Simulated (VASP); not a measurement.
Al32O (a cell with a defect): single point with PBEsol

System: Al32O (a cell with a defect).

```
CELL_PARAMETERS angstrom
8.10000 0.00000 0.00000
0.00000 8.10000 0.00000
0.00000 0.00000 8.10000
ATOMIC_POSITIONS crystal
Al 0.50434 0.99567 0.99984
Al 0.74645 0.24885 0.00122
Al 0.74889 0.99921 0.25086
Al 0.99851 0.99684 0.00126
Al 0.26035 0.23965 0.01039
Al 0.50317 0.50149 0.00126
Al 0.74538 0.75463 0.99981
Al 0.24977 0.99568 0.25440
Al 0.50432 0.25023 0.25440
Al 0.74534 0.50005 0.25441
Al 0.50079 0.99922 0.49897
Al 0.74538 0.25025 0.49545
Al 0.74534 0.99567 0.75001
Al 0.98927 0.51073 0.01059
Al 0.25116 0.75355 0.00122
Al 0.99853 0.24882 0.25326
Al 0.25119 0.50148 0.25326
Al 0.50080 0.75112 0.25086
Al 0.99994 0.99566 0.49540
Al 0.25115 0.24886 0.49654
Al 0.50435 0.50006 0.49540
Al 0.74888 0.75113 0.49895
Al 0.25119 0.99684 0.74859
Al 0.50317 0.24882 0.74860
Al 0.74647 0.50148 0.74859
Al 0.99996 0.75467 0.25441
Al 0.99851 0.50149 0.49656
Al 0.24975 0.75463 0.49545
Al 0.98933 0.23950 0.73935
Al 0.26051 0.51068 0.73935
Al 0.50433 0.75467 0.75002
Al 0.99853 0.75354 0.74859
O 0.12475 0.37526 0.87489
```

| Property | Result |
| --- | --- |
| Program | VASP 6.6.1 |
| Task | single point |
| Functional | PBEsol |
| Potentials or basis | VASP PAW PBE potentials, release 64 (Al, O) |
| Cutoff | 520 eV |
| k mesh | 2 × 2 × 2 |
| Occupations | fermi-dirac, width 0.15 eV |
| Spin | no spin polarisation |

The pressure is -0.7 GPa. The largest force is 0.019 eV/Å and the band gap on the k mesh is zero (bands 51 and 52 overlap by 0.82 eV).

Forces on the atoms (eV/Å):
```
Al  -0.004  0.004 -0.001
Al   0.001  0.002  0.000
Al  -0.005 -0.005  0.005
Al   0.000 -0.001 -0.001
Al   0.011 -0.011  0.011
Al   0.001  0.000 -0.001
Al   0.004 -0.004 -0.001
Al  -0.002  0.003 -0.004
Al  -0.003  0.002 -0.004
Al   0.005  0.000 -0.004
Al   0.005 -0.005 -0.005
Al   0.004  0.001  0.003
Al   0.005  0.003  0.001
Al  -0.007  0.007  0.003
Al  -0.002 -0.001  0.000
Al  -0.001  0.001  0.000
Al  -0.001  0.001  0.000
Al   0.004  0.005  0.005
Al   0.001  0.003  0.004
Al  -0.001  0.001 -0.001
Al  -0.003 -0.001  0.004
Al  -0.006  0.006 -0.005
Al  -0.001 -0.001 -0.001
Al   0.001  0.002 -0.001
Al   0.001  0.000  0.001
Al   0.000 -0.005 -0.004
Al   0.000  0.000  0.001
Al  -0.001 -0.004  0.003
Al  -0.008 -0.003 -0.006
Al   0.003  0.008 -0.006
Al  -0.003 -0.005  0.001
Al   0.000 -0.001  0.001
O    0.003 -0.003  0.000
```

Levels at points of the mesh, in eV from the Fermi level:
| k point | band 48 | band 49 | band 50 | band 51 | band 52 | band 53 | band 54 | band 55 |
| --- | --- | --- | --- | --- | --- | --- | --- | --- |
| (0.00, 0.00, 0.00) | -0.47 | 0.30 | 0.30 | 0.30 | 0.51 | 0.65 | 0.65 | 0.65 |
| (0.50, 0.00, 0.00) | -0.48 | -0.21 | -0.12 | -0.12 | -0.10 | 0.04 | 0.18 | 0.19 |
| (0.00, 0.50, 0.00) | -0.48 | -0.21 | -0.12 | -0.12 | -0.10 | 0.04 | 0.18 | 0.19 |
| (0.00, 0.00, 0.50) | -0.48 | -0.21 | -0.12 | -0.12 | -0.10 | 0.04 | 0.18 | 0.18 |
| (0.50, 0.50, 0.00) | -0.32 | -0.17 | -0.17 | 0.11 | 0.62 | 0.96 | 1.00 | 1.00 |
| (0.00, 0.50, 0.50) | -0.32 | -0.17 | -0.17 | 0.11 | 0.62 | 0.96 | 1.00 | 1.00 |
| (0.50, 0.00, 0.50) | -0.32 | -0.17 | -0.17 | 0.11 | 0.62 | 0.96 | 1.00 | 1.00 |
| (0.50, 0.50, 0.50) | -0.54 | -0.54 | -0.54 | -0.54 | -0.52 | -0.52 | -0.52 | -0.46 |

Run time: 16 min on 1 thread of Intel Xeon 8259CL (shared host), peak memory 0.58 GiB.

Caveat: the k points lie up to 0.39 Å⁻¹ apart, too coarse for converged energies and pressures of a metal; the PAW data sets were made with another functional, which shifts forces and pressure a little.
